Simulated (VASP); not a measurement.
# SiGe4 in VASP: relaxation of the atoms with LDA

Aim: the relaxation of the atoms of SiGe4 with LDA.

Program: VASP 6.6.1. These are calculated values, not measurements. Logs are shortened: lines on timing, memory, paths and dates and some standing lists are left out, and cuts for length are marked.

## (1) The cell of the first run

The cell holds a slab with vacuum, 5 atoms: a = 3.975 Å, b = 3.975 Å, c = 19.618 Å, α = 90.00°, β = 90.00°, γ = 120.00°.

## (2) Relaxation of the atoms, LDA

INCAR

```
SYSTEM = SiGe4
  PREC = Accurate
  ENCUT = 520
  EDIFF = 1E-6
  ISMEAR = 0
  SIGMA = 0.1
  LREAL = .FALSE.
  LASPH = .TRUE.
  NELM = 80
  ALGO = Normal
  ISIF = 2
  LWAVE = .FALSE.
  LCHARG = .FALSE.
  LDIPOL = .TRUE.
  IDIPOL = 3
  DIPOL = 0.5 0.5 0.354
  IBRION = 2
  NSW = 36
  EDIFFG = -0.025
```

KPOINTS

```
Automatic mesh
0
G
  9 9 1
  0 0 0
```

POSCAR

```
SiGe4
1.0
    3.9749475856      0.0000000000      0.0000000000
   -1.9874737928      3.4424055879      0.0000000000
    0.0000000000      0.0000000000     19.6181517136
Ge Si
4 1
Selective dynamics
Direct
    0.3333333333      0.6666666667      0.2038928059  F F F
    0.0000000000      0.0000000000      0.2452515838  F F F
    0.0000000000      0.0000000000      0.3764881450  F F F
    0.6666666667      0.3333333333      0.4138081830  F F F
    0.6666666667      0.3333333333      0.5320660104  F F T
```

Potentials or basis: VASP PAW LDA potentials, release 64 (Ge_d, Si).

Launch:

```bash
> cat potpaw_LDA.64/Ge_d/POTCAR potpaw_LDA.64/Si/POTCAR > POTCAR
> mpirun -np 1 vasp_std > vasp.out
```

OUTCAR:

```text
SYSTEM = SiGe4
   PREC = Accurate
   ENCUT = 520
   EDIFF = 1E-6
   ISMEAR = 0
   LREAL = .FALSE.
   LASPH = .TRUE.
   NELM = 80
   ISIF = 2
   IBRION = 2
   NSW = 36
   EDIFFG = -0.025

 ion  position               nearest neighbor table
   1  0.333  0.667  0.204-   2 2.43   2 2.43   2 2.43
   2  0.000  0.000  0.245-   1 2.43   1 2.43   1 2.43   3 2.57
   3  0.000  0.000  0.376-   4 2.41   4 2.41   4 2.41   2 2.57
   4  0.667  0.333  0.414-   5 2.32   3 2.41   3 2.41   3 2.41
   5  0.667  0.333  0.532-   4 2.32

  LATTYP: Found a hexagonal cell.
 ALAT       =     3.9749475856
 C/A-ratio  =     4.9354491578

  Lattice vectors:

 A1 = (   3.9749475856,   0.0000000000,   0.0000000000)
 A2 = (  -1.9874737928,   3.4424055879,   0.0000000000)
 A3 = (   0.0000000000,   0.0000000000,  19.6181517136)

Analysis of symmetry for initial positions (statically):
=====================================================================
 Subroutine PRICEL returns:
 Original cell was already a primitive cell.

 Routine SETGRP: Setting up the symmetry group for a
 hexagonal supercell.

 Subroutine GETGRP returns: Found  6 space group operations
 (whereof  6 operations were pure point group operations)
 out of a pool of 24 trial point group operations.

The static configuration has the point symmetry C_3v.

Analysis of symmetry for dynamics (positions and initial velocities):
=====================================================================
 Subroutine PRICEL returns:
 Original cell was already a primitive cell.

 Routine SETGRP: Setting up the symmetry group for a
 hexagonal supercell.

 Subroutine GETGRP returns: Found  6 space group operations
 (whereof  6 operations were pure point group operations)
 out of a pool of 24 trial point group operations.

The dynamic configuration has the point symmetry C_3v.

Analysis of constrained symmetry for selective dynamics:
=====================================================================
 Subroutine PRICEL returns:
 Original cell was already a primitive cell.

 Routine SETGRP: Setting up the symmetry group for a
 hexagonal supercell.

 Subroutine GETGRP returns: Found  6 space group operations
 (whereof  6 operations were pure point group operations)
 out of a pool of 24 trial point group operations.

The constrained configuration has the point symmetry C_3v.

 Subroutine INISYM returns: Found  6 space group operations
 (whereof  6 operations are pure point group operations),
 and found     1 'primitive' translations

----------------------------------------------------------------------------------------

                                     Primitive cell

  volume of cell :     268.4427

  direct lattice vectors                    reciprocal lattice vectors
     3.974947586  0.000000000  0.000000000     0.251575644  0.145247266  0.000000000
    -1.987473793  3.442405588  0.000000000     0.000000000  0.290494532  0.000000000
     0.000000000  0.000000000 19.618151714     0.000000000  0.000000000  0.050973201

  length of vectors
     3.974947586  3.974947586 19.618151714     0.290494532  0.290494532  0.050973201

  position of ions in fractional coordinates (direct lattice)
     0.333333333  0.666666667  0.203892806
     0.000000000  0.000000000  0.245251584
     0.000000000  0.000000000  0.376488145
     0.666666667  0.333333333  0.413808183
     0.666666667  0.333333333  0.532066010

  ion indices of the primitive-cell ions
   primitive index   ion index
                 1           1
                 2           2
                 3           3
                 4           4
                 5           5

----------------------------------------------------------------------------------------

 KPOINTS: Automatic mesh

Automatic generation of k-mesh.
 Grid dimensions read from file:
 generate k-points for:    9    9    1

 Generating k-lattice:

  Cartesian coordinates                     Fractional coordinates (reciprocal lattice)
     0.027952849  0.016138585  0.000000000     0.111111111  0.000000000  0.000000000
     0.000000000  0.032277170  0.000000000     0.000000000  0.111111111  0.000000000
     0.000000000  0.000000000  0.050973201     0.000000000  0.000000000  1.000000000

  Length of vectors
     0.032277170  0.032277170  0.050973201

  Shift w.r.t. Gamma in fractional coordinates (k-lattice)
     0.000000000  0.000000000  0.000000000

 Subroutine IBZKPT returns following result:
 ===========================================

 Found     12 irreducible k-points:

 Following reciprocal coordinates:
            Coordinates               Weight
  0.000000  0.000000  0.000000      1.000000
  0.111111 -0.000000  0.000000      6.000000
  0.222222  0.000000  0.000000      6.000000
  0.333333  0.000000  0.000000      6.000000
  0.444444  0.000000  0.000000      6.000000
  0.111111  0.111111  0.000000      6.000000
  0.222222  0.111111  0.000000     12.000000
  0.333333  0.111111  0.000000     12.000000
  0.444444  0.111111  0.000000      6.000000
  0.222222  0.222222  0.000000      6.000000
  0.333333  0.222222  0.000000     12.000000
  0.333333  0.333333  0.000000      2.000000
   k-points           NKPTS =     12   k-points in BZ     NKDIM =     12   number of bands    NBANDS=     36
   number of dos      NEDOS =    301   number of ions     NIONS =      5
   total plane-waves  NPLWV = 135000
   dimension x,y,z NGX =    30 NGY =   30 NGZ =  150
   dimension x,y,z NGXF=    60 NGYF=   60 NGZF=  300
   ions per type =               4   1
   NGX,Y,Z   is equivalent  to a cutoff of  12.55, 12.55, 12.71 a.u.
   NGXF,Y,Z  is equivalent  to a cutoff of  25.09, 25.09, 25.42 a.u.
 SYSTEM =  SiGe4
   PREC   = accura    normal or accurate (medium, high low for compatibility)
   ISTART =      0    job   : 0-new  1-cont  2-samecut
   ICHARG =      2    charge: 1-file 2-atom 10-const
   ISPIN  =      1    spin polarized calculation?
   LNONCOLLINEAR =      F non collinear calculations
   LSORBIT =      F    spin-orbit coupling
   LASPH  =      T    aspherical Exc in radial PAW
   ENCUT  =  520.0 eV  38.22 Ry    6.18 a.u.   7.39  7.39 36.48*2*pi/ulx,y,z
   NELM   =     80;   NELMIN=  2; NELMDL= -5     # of ELM steps
   EDIFF  = 0.1E-05   stopping-criterion for ELM
   LREAL  =      F    real-space projection
   EDIFFG = -.3E-01   stopping-criterion for IOM
   NSW    =     36    number of steps for IOM
   IBRION =      2    ionic relax: 0-MD 1-quasi-New 2-CG
   NFREE  =      1    steps in history (QN), initial steepest desc. (CG)
   ISIF   =      2    stress and relaxation
   ISYM   =      2    0-nonsym 1-usesym 2-fastsym
   POTIM  = 0.5000    time-step for ionic-motion
   TEBEG  =    0.0;   TEEND  =   0.0 temperature during run
   PSTRESS=    0.0 pullay stress
   NELECT =      60.0000    total number of electrons
   NUPDOWN=      -1.0000    fix difference up-down
   EMIN   =  10.00;   EMAX   =-10.00  energy-range for DOS
   EFERMI =   0.00;   METHOD = LEGACY
   ISMEAR =     0;   SIGMA  =   0.10  broadening in eV -4-tet -1-fermi 0-gaus
   EFERMI_NEDOS =   21; number of points for ismear=-14 and -15
   IALGO  =     38    algorithm
   IMIX   =      4    mixing-type and parameters
     AMIX     =   0.40;   BMIX     =  1.00
     AMIX_MAG =   1.60;   BMIX_MAG =  1.00
  volume/ion in A,a.u.               =      53.69       362.31
  Fermi-wavevector in a.u.,A,eV,Ry     =   0.993516  1.877472 13.429950  0.987073
  Thomas-Fermi vector in A             =   2.125403
   LORBIT       =      0    0 simple, 1 ext, 2 COOP (PROOUT), +10 PAW based schemes
   GGA     = CA    functional components
   LHFCALC =     F    Hartree Fock is set to
   AEXX    =    0.0000 exact exchange contribution
   IVDW    =     0    specifies the selected vdW correction
   LEPSILON=     F    determine dielectric tensor
   LRPA    =     F    only Hartree local field effects (RPA)
 conjugate gradient relaxation of ions
 non-spin polarized calculation
 Gauss-broadening in eV      SIGMA  =   0.10
  energy-cutoff  :      520.00
  volume of cell :      268.44
 maximum number of plane-waves:      7279
 NGX is ok and might be reduce to    30
   NGX = 15   NGY = 15   NGZ = 73

 dipolmoment           0.000000      0.000000     -0.113062 electrons x Angstroem

--------------------------------------- Ionic step        1  -------------------------------------------

 number of electron      60.0000057 magnetization

 Free energy of the ion-electron system (eV)
  ---------------------------------------------------
  ext. energy  EPLUGINS =         0.00000000
  ---------------------------------------------------
  free energy    TOTEN  =       -23.13173614 eV

  energy without entropy =      -23.11954799  energy(sigma->0) =      -23.12564207

------------------------ aborting loop because EDIFF is reached ----------------------------------------

  FORCE on cell =-STRESS in cart. coord.  units (eV):
  Direction    XX          YY          ZZ          XY          YZ          ZX
  --------------------------------------------------------------------------------------
  -------------------------------------------------------------------------------------
  Total       -2.0957371     -2.0957371      0.3539335      0.0000000      0.0000000     -0.0000000
  in kB      -12.5082295    -12.5082295      2.1124223      0.0000000      0.0000000     -0.0000000
  external PRESSURE =      -7.6346789 kB  Pullay stress =       0.0000000 kB
[... 63 lines left out ...]
  energy  without entropy=      -23.1233041427  energy(sigma->0) =      -23.12958296

--------------------------------------- Ionic step        3  -------------------------------------------

 number of electron      60.0000056 magnetization

 dipolmoment           0.000000      0.000000      0.035167 electrons x Angstroem

 Free energy of the ion-electron system (eV)
  ---------------------------------------------------
  ext. energy  EPLUGINS =         0.00000000
  ---------------------------------------------------
  free energy    TOTEN  =       -23.13795326 eV

  energy without entropy =      -23.12488051  energy(sigma->0) =      -23.13141688

 E-fermi :  -1.0541     XC(G=0):  -5.1445

 val. band max:       -1.0660345930   @ k =   0.0000   0.0000   0.0000
 cond. band min:      -1.0477971804   @ k =   0.2222   0.0000   0.0000
 fundamental gap:      0.0182374125
 Fermi energy:        -1.0540691190

 k-point     1 :       0.0000    0.0000    0.0000
  band No.  band energies     occupation
      1     -25.7552      2.00000
      2     -25.7552      2.00000
      3     -25.7468      2.00000
      4     -25.6945      2.00000
      5     -25.6945      2.00000
      6     -25.5128      2.00000
[... 457 lines left out ...]
     35       3.4588      0.00000
     36       4.5543      0.00000

------------------------ aborting loop because EDIFF is reached ----------------------------------------

 vacuum level on the upper side and lower side of the slab       (xc-potential included)         0.099        -0.235

  FORCE on cell =-STRESS in cart. coord.  units (eV):
  Direction    XX          YY          ZZ          XY          YZ          ZX
  --------------------------------------------------------------------------------------
  -------------------------------------------------------------------------------------
  Total       -2.1494166     -2.1494166     -0.4786586      0.0000000      0.0000000      0.0000000
  in kB      -12.8286110    -12.8286110     -2.8568336      0.0000000      0.0000000      0.0000000
  external PRESSURE =      -9.5046852 kB  Pullay stress =       0.0000000 kB

 VOLUME and BASIS-vectors are now :
 -----------------------------------------------------------------------------
  energy-cutoff  :      520.00
  volume of cell :      268.44
      direct lattice vectors                 reciprocal lattice vectors
     3.974947586  0.000000000  0.000000000     0.251575644  0.145247266  0.000000000
    -1.987473793  3.442405588  0.000000000     0.000000000  0.290494532  0.000000000
     0.000000000  0.000000000 19.618151714     0.000000000  0.000000000  0.050973201
[... 11 lines left out ...]
  FREE ENERGIE OF THE ION-ELECTRON SYSTEM (eV)
  ---------------------------------------------------
  free  energy   TOTEN  =       -23.1379532596 eV

  energy  without entropy=      -23.1248805094  energy(sigma->0) =      -23.13141688

 reached required accuracy - stopping structural energy minimisation

 vacuum level on the upper side and lower side of the slab         4.061         3.662
```

Run time: 5.7 min. Hardware: 1 thread of Intel Xeon Platinum 8275CL at 3.00GHz (Skylake/Cascade Lake), shared host; peak memory 0.34 GiB.

What came out:

```
Free energy               : -23.1380 eV
Energy gained by relaxing : 1.2 meV/atom
Ionic steps               : 3
Band gap on the k mesh    : zero (bands 30 and 31 overlap by 0.68 eV)
```

Step by step:
```
step  energy change (eV)  largest force on free atoms (eV/Å)  pressure (GPa)
   1              0.0000                              0.3309           -0.76
   2             -0.0041                              0.1875           -0.84
   3             -0.0062                              0.0009           -0.95
```

Final structure:
```
Ge Si
1.0
     3.97495    0.00000    0.00000
    -1.98747    3.44241    0.00000
     0.00000    0.00000   19.61815
Ge Si
4 1
Direct
  0.33333 0.66667 0.20389
  0.00000 0.00000 0.24525
  0.00000 0.00000 0.37649
  0.66667 0.33333 0.41381
  0.66667 0.33333 0.53403
```
